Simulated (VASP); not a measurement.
Wanted: the native input for a VASP 6.6.1 run.

```yaml
Task: single point
Functional: PBEsol
Potentials_or_basis: VASP PAW PBE potentials, release 64 (Al, N)
Cutoff: 520 eV
k_mesh: 10 × 10 × 6
Occupations: fermi-dirac, width 0.05 eV
Spin: no spin polarisation
Dipole_correction: no
Further_INCAR_settings: ALGO = Normal; EDIFF = 1e-07; NBANDS = 16
```

The structure of AlN lies in POSCAR:

```
AlN
1.0
    3.0921067530      0.0000000000      0.0000000000
   -1.5460533765      2.6778429994      0.0000000000
    0.0000000000      0.0000000000      4.9475694625
Al N
2 2
Direct
    0.6666666667      0.3333333333      0.5000000000
    0.3333333333      0.6666666667      0.0000000000
    0.6666666667      0.3333333333      0.8800000000
    0.3333333333      0.6666666667      0.3800000000
```

This cell differs from its parent crystal: volume scaled by 0.98.

These files were run (other wordings do the same):

INCAR

```
PREC = Accurate
ENCUT = 520
EDIFF = 1E-7
ISMEAR = -1
SIGMA = 0.05
LREAL = F
LASPH = T
NELM = 100
ALGO = Normal
ISIF = 2
LWAVE = F
LCHARG = F
GGA = PS
NBANDS = 16
```

KPOINTS

```
Automatic mesh
0
Gamma
  10 10 6
```

Potentials or basis: VASP PAW PBE potentials, release 64 (Al, N).

Launch:

```bash
$ cat potpaw_PBE.64/Al/POTCAR potpaw_PBE.64/N/POTCAR > POTCAR
$ mpirun -np 1 vasp_std > vasp.out
```

It gave:

| Item | Value |
| --- | --- |
| Pressure | 4.5 GPa |
| Largest force | 0.148 eV/Å |
| Band gap on the k mesh | 4.33 eV, direct |

Caveat: the PAW data sets were made with another functional, which shifts forces and pressure a little.

Run time: 12 s on 1 thread of Intel(R) Xeon(R) 6975P-C (Granite Rapids), with other jobs on the host, peak memory 0.17 GiB.
